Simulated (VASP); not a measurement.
# Pd (Fm-3m) in VASP: further runs

The runs below take Pd through single point, relaxation of volume and atoms at fixed shape, with LDA.

All numbers are computed with VASP 6.6.1; they aren't measurements. Logs are shortened: lines on timing, memory, paths and dates and some standing lists are left out, and cuts for length are marked.

## Step 1: The cell of the first run

Symmetry: Fm-3m, No. 225, cubic system. The conventional cell has a = 3.839 Å, b = 3.839 Å, c = 3.839 Å, α = 90.00°, β = 90.00°, γ = 90.00°. Within 3.6 Å of Pd (site symmetry m-3m) lie 12 Pd at 2.71 Å.

## Step 2: Single point, LDA

Input file INCAR:

```
ALGO = Normal
EDIFF = 1E-6
ENCUT = 520
ISIF = 2
ISMEAR = -1
LASPH = T
LCHARG = T
LELF = T
LREAL = F
LVHAR = T
LWAVE = F
NBANDS = 11
NELM = 60
PREC = Accurate
SIGMA = 0.05
```

Input file KPOINTS:

```
k-points
0
Gamma
  10 10 10
```

Input file POSCAR:

```
Pd
1.0
    2.7144523821      0.0000000000      0.0000000000
    1.3572261910      2.3507847202      0.0000000000
    1.3572261910      0.7835949067      2.2163410891
Pd
1
Direct
    0.0000000000      0.0000000000      0.0000000000
```

Potentials or basis: VASP PAW LDA potentials, release 64 (Pd).

On the command line:

```
$ cat potpaw_LDA.64/Pd/POTCAR > POTCAR
$ mpirun -np 1 vasp_std > vasp.out
```

OUTCAR:

```text
EDIFF = 1E-6
   ENCUT = 520
   ISIF = 2
   ISMEAR = -1
   LASPH = T
   LREAL = F
   NELM = 60
   PREC = Accurate

 ion  position               nearest neighbor table
   1  0.000  0.000  0.000-

  LATTYP: Found a face centered cubic cell.
 ALAT       =     3.8388153731

  Lattice vectors:

 A1 = (   2.7144523821,   0.0000000000,   0.0000000000)
 A2 = (   1.3572261910,   2.3507847202,   0.0000000000)
 A3 = (   1.3572261910,   0.7835949067,   2.2163410891)

Analysis of symmetry for initial positions (statically):
=====================================================================
 Subroutine PRICEL returns:
 Original cell was already a primitive cell.

 Routine SETGRP: Setting up the symmetry group for a
 face centered cubic supercell.

 Subroutine GETGRP returns: Found 48 space group operations
 (whereof 48 operations were pure point group operations)
 out of a pool of 48 trial point group operations.

The static configuration has the point symmetry O_h .

Analysis of symmetry for dynamics (positions and initial velocities):
=====================================================================
 Subroutine PRICEL returns:
 Original cell was already a primitive cell.

 Routine SETGRP: Setting up the symmetry group for a
 face centered cubic supercell.

 Subroutine GETGRP returns: Found 48 space group operations
 (whereof 48 operations were pure point group operations)
 out of a pool of 48 trial point group operations.

The dynamic configuration has the point symmetry O_h .

 Subroutine INISYM returns: Found 48 space group operations
 (whereof 48 operations are pure point group operations),
 and found     1 'primitive' translations

----------------------------------------------------------------------------------------

                                     Primitive cell

  volume of cell :      14.1427

  direct lattice vectors                    reciprocal lattice vectors
     2.714452382  0.000000000  0.000000000     0.368398432 -0.212694934 -0.150398030
     1.357226191  2.350784720  0.000000000     0.000000000  0.425389867 -0.150398030
     1.357226191  0.783594907  2.216341089     0.000000000  0.000000000  0.451194090

  length of vectors
     2.714452382  2.714452382  2.714452382     0.451194090  0.451194090  0.451194090

  position of ions in fractional coordinates (direct lattice)
     0.000000000  0.000000000  0.000000000

  ion indices of the primitive-cell ions
   primitive index   ion index
                 1           1

----------------------------------------------------------------------------------------

 KPOINTS: k-points

Automatic generation of k-mesh.
 Grid dimensions read from file:
 generate k-points for:   10   10   10

 Generating k-lattice:

  Cartesian coordinates                     Fractional coordinates (reciprocal lattice)
     0.036839843 -0.021269493 -0.015039803     0.100000000 -0.000000000  0.000000000
     0.000000000  0.042538987 -0.015039803     0.000000000  0.100000000  0.000000000
     0.000000000  0.000000000  0.045119409     0.000000000  0.000000000  0.100000000

  Length of vectors
     0.045119409  0.045119409  0.045119409

  Shift w.r.t. Gamma in fractional coordinates (k-lattice)
     0.000000000  0.000000000  0.000000000

 Subroutine IBZKPT returns following result:
 ===========================================

 Found     47 irreducible k-points:

 Following reciprocal coordinates:
            Coordinates               Weight
  0.000000  0.000000  0.000000      1.000000
  0.100000 -0.000000 -0.000000      8.000000
  0.200000 -0.000000 -0.000000      8.000000
  0.300000  0.000000  0.000000      8.000000
  0.400000 -0.000000  0.000000      8.000000
  0.500000 -0.000000 -0.000000      4.000000
[... 16 lines left out ...]
  0.300000  0.300000  0.000000      6.000000
  0.400000  0.300000  0.000000     24.000000
 [... further k-points ...]
   k-points           NKPTS =     47   k-points in BZ     NKDIM =     47   number of bands    NBANDS=     11
   number of dos      NEDOS =    301   number of ions     NIONS =      1
   total plane-waves  NPLWV =   8000
   dimension x,y,z NGX =    20 NGY =   20 NGZ =   20
   dimension x,y,z NGXF=    40 NGYF=   40 NGZF=   40
   ions per type =               1
   NGX,Y,Z   is equivalent  to a cutoff of  12.25, 12.25, 12.25 a.u.
   NGXF,Y,Z  is equivalent  to a cutoff of  24.50, 24.50, 24.50 a.u.
 SYSTEM =  unknown system
   PREC   = accura    normal or accurate (medium, high low for compatibility)
   ISTART =      0    job   : 0-new  1-cont  2-samecut
   ICHARG =      2    charge: 1-file 2-atom 10-const
   ISPIN  =      1    spin polarized calculation?
   LNONCOLLINEAR =      F non collinear calculations
   LSORBIT =      F    spin-orbit coupling
   LASPH  =      T    aspherical Exc in radial PAW
   ENCUT  =  520.0 eV  38.22 Ry    6.18 a.u.   5.05  5.05  5.05*2*pi/ulx,y,z
   NELM   =     60;   NELMIN=  2; NELMDL= -5     # of ELM steps
   EDIFF  = 0.1E-05   stopping-criterion for ELM
   LREAL  =      F    real-space projection
   EDIFFG = 0.1E-04   stopping-criterion for IOM
   NSW    =      0    number of steps for IOM
   IBRION =     -1    ionic relax: 0-MD 1-quasi-New 2-CG
   NFREE  =      0    steps in history (QN), initial steepest desc. (CG)
   ISIF   =      2    stress and relaxation
   ISYM   =      2    0-nonsym 1-usesym 2-fastsym
   POTIM  = 0.5000    time-step for ionic-motion
   TEBEG  =    0.0;   TEEND  =   0.0 temperature during run
   PSTRESS=    0.0 pullay stress
   NELECT =      10.0000    total number of electrons
   NUPDOWN=      -1.0000    fix difference up-down
   EMIN   =  10.00;   EMAX   =-10.00  energy-range for DOS
   EFERMI =   0.00;   METHOD = LEGACY
   ISMEAR =    -1;   SIGMA  =   0.05  broadening in eV -4-tet -1-fermi 0-gaus
   EFERMI_NEDOS =   21; number of points for ismear=-14 and -15
   IALGO  =     38    algorithm
   IMIX   =      4    mixing-type and parameters
     AMIX     =   0.40;   BMIX     =  1.00
     AMIX_MAG =   1.60;   BMIX_MAG =  1.00
  volume/ion in A,a.u.               =      14.14        95.44
  Fermi-wavevector in a.u.,A,eV,Ry     =   1.458470  2.756109 28.941439  2.127136
  Thomas-Fermi vector in A             =   2.575151
   LORBIT       =      0    0 simple, 1 ext, 2 COOP (PROOUT), +10 PAW based schemes
   GGA     = CA    functional components
   LHFCALC =     F    Hartree Fock is set to
   AEXX    =    0.0000 exact exchange contribution
   IVDW    =     0    specifies the selected vdW correction
   LEPSILON=     F    determine dielectric tensor
   LRPA    =     F    only Hartree local field effects (RPA)
 non-spin polarized calculation
  energy-cutoff  :      520.00
  volume of cell :       14.14
 maximum number of plane-waves:       392
   NGX =  9   NGY =  9   NGZ =  9

 number of electron      10.0000005 magnetization

 Free energy of the ion-electron system (eV)
  ---------------------------------------------------
  ext. energy  EPLUGINS =         0.00000000
  ---------------------------------------------------
  free energy    TOTEN  =        -6.51545383 eV

  energy without entropy =       -6.50175011  energy(sigma->0) =       -6.50860197

 E-fermi :  10.3627     XC(G=0): -13.7740

 val. band max:       10.3466542466   @ k =   0.5000   0.1000   0.0000
 cond. band min:      10.3944633489   @ k =   0.5000   0.2000  -0.0000
 fundamental gap:      0.0478091023
 Fermi energy:        10.3626685250

 k-point     1 :       0.0000    0.0000    0.0000
  band No.  band energies     occupation
      1       2.7607      2.00000
      2       7.2706      2.00000
      3       7.2706      2.00000
      4       7.2706      2.00000
      5       9.0318      2.00000
      6       9.0318      2.00000
      7      27.4683      0.00000
      8      32.4290      0.00000
      9      32.4290      0.00000
     10      32.4290      0.00000
     11      35.9806      0.00000

 k-point     2 :       0.1000   -0.0000   -0.0000
  band No.  band energies     occupation
      1       3.1314      2.00000
      2       7.1412      2.00000
      3       7.3975      2.00000
      4       7.3975      2.00000
      5       8.9743      2.00000
      6       8.9743      2.00000
      7      27.8660      0.00000
      8      30.4781      0.00000
      9      32.8856      0.00000
     10      32.8856      0.00000
     11      36.0121      0.00000

 k-point     3 :       0.2000   -0.0000   -0.0000
  band No.  band energies     occupation
      1       4.0599      2.00000
      2       7.0118      2.00000
      3       7.5929      2.00000
      4       7.5929      2.00000
      5       9.0056      2.00000
      6       9.0056      2.00000
      7      26.8853      0.00000
      8      28.7868      0.00000
      9      34.0008      0.00000
     10      34.0008      0.00000
     11      36.0170      0.00000

 k-point     4 :       0.3000    0.0000    0.0000
  band No.  band energies     occupation
      1       4.7207      2.00000
      2       7.5117      2.00000
      3       7.5117      2.00000
      4       7.8124      2.00000
      5       9.4648      2.00000
      6       9.4648      2.00000
      7      23.3161      0.00000
      8      28.2008      0.00000
      9      34.0832      0.00000
     10      34.0832      0.00000
     11      35.9864      0.00000
[... 239 lines left out ...]
 k-point    22 :      -0.2000    0.2000    0.0000
  band No.  band energies     occupation
      1       5.6416      2.00000
      2       6.5036      2.00000
      3       7.3647      2.00000
      4       8.2755      2.00000
      5       8.4299      2.00000
      6      11.0092      0.00000
      7      24.9485      0.00000
      8      25.9564      0.00000
      9      31.0797      0.00000
     10      33.6497      0.00000
     11      35.2249      0.00000

 k-point    23 :       0.3000    0.3000    0.0000
  band No.  band energies     occupation
      1       5.1565      2.00000
      2       5.5736      2.00000
      3       9.0663      2.00000
      4       9.1786      2.00000
      5       9.1786      2.00000
      6       9.8402      1.99994
      7      27.2126      0.00000
      8      27.2126      0.00000
      9      27.7403      0.00000
     10      31.1258      0.00000
     11      32.9228      0.00000

 k-point    24 :       0.4000    0.3000    0.0000
  band No.  band energies     occupation
      1       5.1412      2.00000
      2       5.4233      2.00000
      3       8.7587      2.00000
      4       9.3144      2.00000
      5      10.2587      1.77779
      6      11.3688      0.00000
      7      24.2388      0.00000
      8      25.9823      0.00000
      9      26.1653      0.00000
     10      31.6630      0.00000
     11      33.9751      0.00000

 [... further k-points ...]
[... 5 lines left out ...]
  --------------------------------------------------------------------------------------
  -------------------------------------------------------------------------------------
  Total        0.0254659      0.0254659      0.0254659     -0.0000000     -0.0000000     -0.0000000
  in kB        2.8849525      2.8849525      2.8849525     -0.0000000     -0.0000000     -0.0000000
  external PRESSURE =       2.8849525 kB  Pullay stress =       0.0000000 kB

 VOLUME and BASIS-vectors are now :
 -----------------------------------------------------------------------------
  energy-cutoff  :      520.00
  volume of cell :       14.14
      direct lattice vectors                 reciprocal lattice vectors
     2.714452382  0.000000000  0.000000000     0.368398432 -0.212694934 -0.150398030
     1.357226191  2.350784720  0.000000000     0.000000000  0.425389867 -0.150398030
     1.357226191  0.783594907  2.216341089     0.000000000  0.000000000  0.451194090

 POSITION                                       TOTAL-FORCE (eV/Angst)
 -----------------------------------------------------------------------------------
      0.00000      0.00000      0.00000        -0.000000     -0.000000      0.000000
 -----------------------------------------------------------------------------------
    total drift:                               -0.000000     -0.000000     -0.000000

  FREE ENERGIE OF THE ION-ELECTRON SYSTEM (eV)
  ---------------------------------------------------
  free  energy   TOTEN  =        -6.5154538307 eV

  energy  without entropy=       -6.5017501068  energy(sigma->0) =       -6.50860197
```

Run time: 4.1 s. Hardware: 1 thread of AMD EPYC 9R45 (Zen 5), shared host; peak memory 0.09 GiB.

What came out:

| Property | Result |
| --- | --- |
| Free energy | -6.5155 eV |
| Pressure | 0.3 GPa |
| Band gap on the k mesh | zero (band 5 reaches 10.67 eV, above the bottom of band 6 at 8.97 eV) |

## Step 3: Relaxation of volume and atoms at fixed shape, LDA

This run uses another cell than the first one, of 14.75 Å³/atom, 1.043 times its volume.

Input file INCAR:

```
SYSTEM = Pd
PREC     = Accurate       ! precision mode
ENCUT    = 600            ! plane-wave cutoff, eV
EDIFF    = 1E-6           ! SCF threshold, eV
ISMEAR   = -1             ! smearing method
SIGMA    = 0.05           ! smearing width, eV
LREAL    = .False.        ! projectors in reciprocal space
LASPH    = .True.         ! aspherical terms in the spheres
NELM     = 80             ! most SCF steps
ALGO     = Normal         ! electronic algorithm
ISIF     = 8              ! what is computed and relaxed
LWAVE    = .False.        ! write WAVECAR
LCHARG   = .False.        ! write CHGCAR
GGA      = CA             ! functional
IBRION   = 2              ! ionic algorithm
NSW      = 80             ! ionic steps
EDIFFG   = -0.02          ! ionic threshold
```

Input file KPOINTS:

```
Automatic mesh
0
Gamma
  10 10 10
  0 0 0
```

Input file POSCAR:

```
Pd
1.0
    2.7527670000      0.0000000000      0.0000000000
    1.3763835000      2.3839661527      0.0000000000
    1.3763835000      0.7946553842      2.2476248436
Pd
1
Direct
    0.0000000000      0.0000000000      0.0000000000
```

Potentials or basis: VASP PAW LDA potentials, release 64 (Pd).

On the command line:

```
$ cat potpaw_LDA.64/Pd/POTCAR > POTCAR
$ mpirun -np 1 vasp_std > vasp.out
```

OUTCAR:

```text
SYSTEM = Pd
   PREC = Accurate
   ENCUT = 600
   EDIFF = 1E-6
   ISMEAR = -1
   LREAL = .False.
   LASPH = .True.
   NELM = 80
   ISIF = 8
   GGA = CA
   IBRION = 2
   NSW = 80
   EDIFFG = -0.02

 ion  position               nearest neighbor table
   1  0.000  0.000  0.000-

  LATTYP: Found a face centered cubic cell.
 ALAT       =     3.8930004255

  Lattice vectors:

 A1 = (   2.7527670000,   0.0000000000,   0.0000000000)
 A2 = (   1.3763835000,   2.3839661527,   0.0000000000)
 A3 = (   1.3763835000,   0.7946553842,   2.2476248436)

Analysis of symmetry for initial positions (statically):
=====================================================================
 Subroutine PRICEL returns:
 Original cell was already a primitive cell.

 Routine SETGRP: Setting up the symmetry group for a
 face centered cubic supercell.

[... 177 lines left out ...]
  band No.  band energies     occupation
      1       2.3541      2.00000
      2       6.7280      2.00000
      3       6.7280      2.00000
      4       6.7280      2.00000
      5       8.3729      2.00000
      6       8.3729      2.00000
      7      26.7249      0.00000
      8      31.4407      0.00000
      9      31.4407      0.00000
[... 345 lines left out ...]
--------------------------------------- Ionic step        3  -------------------------------------------

 number of electron      10.0000002 magnetization

 Free energy of the ion-electron system (eV)
  ---------------------------------------------------
  ext. energy  EPLUGINS =         0.00000000
  ---------------------------------------------------
  free energy    TOTEN  =        -6.51583451 eV

  energy without entropy =       -6.50207420  energy(sigma->0) =       -6.50895436

 E-fermi :  10.3244     XC(G=0): -13.7611

 val. band max:       10.3083918657   @ k =   0.5000   0.1000   0.0000
 cond. band min:      10.3560181141   @ k =   0.5000   0.2000   0.0000
 fundamental gap:      0.0476262484
 Fermi energy:        10.3244055886

 k-point     1 :       0.0000    0.0000    0.0000
  band No.  band energies     occupation
      1       2.7398      2.00000
      2       7.2425      2.00000
      3       7.2425      2.00000
      4       7.2425      2.00000
      5       8.9978      2.00000
      6       8.9978      2.00000
      7      27.4310      0.00000
      8      32.3793      0.00000
      9      32.3793      0.00000
[... 304 lines left out ...]
  FREE ENERGIE OF THE ION-ELECTRON SYSTEM (eV)
  ---------------------------------------------------
  free  energy   TOTEN  =        -6.5158345105 eV

  energy  without entropy=       -6.5020742017  energy(sigma->0) =       -6.50895436

 reached required accuracy - stopping structural energy minimisation
```

OSZICAR:

```text
N       E                     dE             d eps       ncg     rms          rms(c)
DAV:   1     0.405093813846E+02    0.40509E+02   -0.56885E+03   854   0.116E+03
[... 21 lines left out ...]
DAV:   1    -0.714819642165E+01   -0.68987E+00   -0.13154E+01   857   0.423E+01    0.525E+00
DAV:   2    -0.652167703696E+01    0.62652E+00   -0.29966E+00   850   0.161E+01    0.203E+00
DAV:   3    -0.651594816747E+01    0.57289E-02   -0.22510E-02   959   0.120E+00    0.119E+00
DAV:   4    -0.651568860596E+01    0.25956E-03   -0.61502E-03   942   0.620E-01    0.116E-01
DAV:   5    -0.651582252432E+01   -0.13392E-03   -0.12432E-04  1184   0.705E-02    0.285E-02
DAV:   6    -0.651583437620E+01   -0.11852E-04   -0.33213E-06   981   0.142E-02    0.128E-03
DAV:   7    -0.651583451048E+01   -0.13428E-06   -0.31751E-08   448   0.193E-03
   3 F= -.65158345E+01 E0= -.65089544E+01  d E =-.160611E-01
```

CONTCAR:

```text
Pd
   1.00000000000000
     2.7163390934723859    0.0000000000000000    0.0000000000000000
     1.3581695467361929    2.3524186602403940    0.0000000000000000
     1.3581695467361929    0.7841395533805726    2.2178815824697251
  Pd
     1
Direct
     0.0000000000000000    0.0000000000000000    0.0000000000000000

  0.00000000E+00  0.00000000E+00  0.00000000E+00
```

Run time: 10 s. Hardware: 1 thread of AMD EPYC 9R45 (Zen 5), shared host; peak memory 0.11 GiB.

What came out:

| Property | Result |
| --- | --- |
| Free energy | -6.5158 eV |
| Relaxed volume | 14.17 Å³/atom |
| Relaxed cell | a = 2.716 Å, b = 2.716 Å, c = 2.716 Å, α = 60.00°, β = 60.00°, γ = 60.00° |
| Space group after relaxing (to 0.05 Å) | Fm-3m (No. 225) |
| Energy gained by relaxing | 16.1 meV/atom |
| Ionic steps | 3 |
| Pressure after relaxing | -0.2 GPa |
| Band gap on the k mesh | zero (band 5 reaches 10.63 eV, above the bottom of band 6 at 8.94 eV) |

The path:
```
step  energy change (eV)  largest force (eV/Å)  pressure (GPa)  volume (Å³)
   1              0.0000                0.0000           -8.35        14.75
   2              0.0414                0.0000           20.11        13.17
   3             -0.0161                0.0000           -0.21        14.17
```

Final structure:
```yaml
crystal:
  lattice:
    - [2.71634, 0.00000, 0.00000]
    - [1.35817, 2.35242, 0.00000]
    - [1.35817, 0.78414, 2.21788]
  atoms:
    - { symbol: Pd, position: [0.00000, 0.00000, 0.00000] }
```

Levels at points of the mesh, in eV from the Fermi level:
| k point | band 3 | band 4 | band 5 | band 6 | band 7 | band 8 |
| --- | --- | --- | --- | --- | --- | --- |
| (0.00, 0.00, 0.00) | -3.08 | -3.08 | -1.33 | -1.33 | 17.11 | 22.05 |
| (0.50, 0.00, 0.00) | -3.13 | -0.03 | -0.03 | 0.82 | 7.55 | 16.49 |
| (0.50, 0.50, 0.00) | -0.05 | 0.30 | 0.30 | 3.22 | 11.11 | 13.25 |

LDA usually gives volumes a few per cent too small. Zero-point motion and thermal expansion aren't in these numbers.
